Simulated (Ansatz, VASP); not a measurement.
# One calculation of Eu3Si, two programs

The input INCAR:

```
PREC = Accurate
ENCUT = 520
EDIFF = 1E-6
ISMEAR = 0
SIGMA = 0.05
LREAL = F
LASPH = T
NELM = 150
ALGO = Normal
ISIF = 2
LWAVE = F
LCHARG = F
ISPIN = 2
MAGMOM = 7.8 7.8 7.8 -0.19
LORBIT = 11
LMAXMIX = 6
LDAU = T
LDAUTYPE = 2
LDAUL = 3 -1
LDAUU = 6 0
LDAUJ = 0 0
LDAUPRINT = 1
GGA = PE
NBANDS = 40
```

Contents of KPOINTS:

```
regular mesh
0
Gamma
  6 6 6
```

Contents of POSCAR:

```
Eu3Si
1.0
    4.9330373998      0.0000000000      0.0000000000
    0.0000000000      4.9330373998      0.0000000000
    0.0000000000      0.0000000000      4.9330373998
Eu Si
3 1
Direct
    0.0000000000      0.5000000000      0.5000000000
    0.5000000000      0.5000000000      0.0000000000
    0.5000000000      0.0000000000      0.5000000000
    0.0000000000      0.0000000000      0.0000000000
```

Input for Ansatz:

```yaml
crystal:
  lattice:
    - [4.9330373998, 0.0, 0.0]
    - [0.0, 4.9330373998, 0.0]
    - [0.0, 0.0, 4.9330373998]
  atoms:
    - { symbol: Eu, position: [0.0, 0.5, 0.5], spin: 7.8 }
    - { symbol: Eu, position: [0.5, 0.5, 0.0], spin: 7.8 }
    - { symbol: Eu, position: [0.5, 0.0, 0.5], spin: 7.8 }
    - { symbol: Si, position: [0.0, 0.0, 0.0] }
basis:
  ecutwfc: 420
  ecutrho_ratio: 4
kpoints:
  mp_grid: { grid: [6, 6, 6] }
hamiltonian:
  xc: pbe
  hubbard:
    sites:
      - { species: Eu, l: f, u_eff: 6.0, starting_ns: start.occupation_matrices }
    ns_hold: { iters: 6 }
scf:
  occupations: { method: gaussian, width: 0.05 }
  lower_state_search: "off"
output:
  forces: true
  stress: true
  eigenvalues: true
  populations: true
  hubbard: { sites: [{ species: Eu, l: f }] }
magnetization:
  spin_polarized: true
```

Alike in both runs: task single point; functional PBE; k mesh 6 × 6 × 6; occupations gaussian, width 0.05 eV; collinear spin; Hubbard terms Eu f U = 6.0 eV.

|  | VASP | Ansatz |
| --- | --- | --- |
| version | VASP 6.6.1 | Ansatz 0.2.0 |
| potentials or method | VASP PAW PBE potentials, release 64 (Eu, Si), cutoff 520 eV | scalar-relativistic, plane waves, PAW |
| valence electrons in the cell | 55 | 55 |

|  | VASP | Ansatz | Ansatz less VASP |
| --- | --- | --- | --- |
| gap on the k mesh at the Fermi level (eV) | none | none | - |
| pressure (GPa) | 1.1 | 1.2 | +0.08 |
| net moment per atom (μB) | 5.42 | 5.43 | +0.010 |
| size of the moment on the site where the two differ most (μB) | 6.80 | 7.09 | +0.282 |

Site moments also hang on the region over which each program counts them. The programs project onto different local orbitals, so the same U acts differently, and such runs can settle in different states. A gap of «none» marks a metal or a gap that the smearing closes. Ansatz's warnings: filled band counts differ across k points.

Neither program's run includes spin-orbit coupling. Noted on VASP's run: too few bands were computed for a metal, which touches its energy and stress.
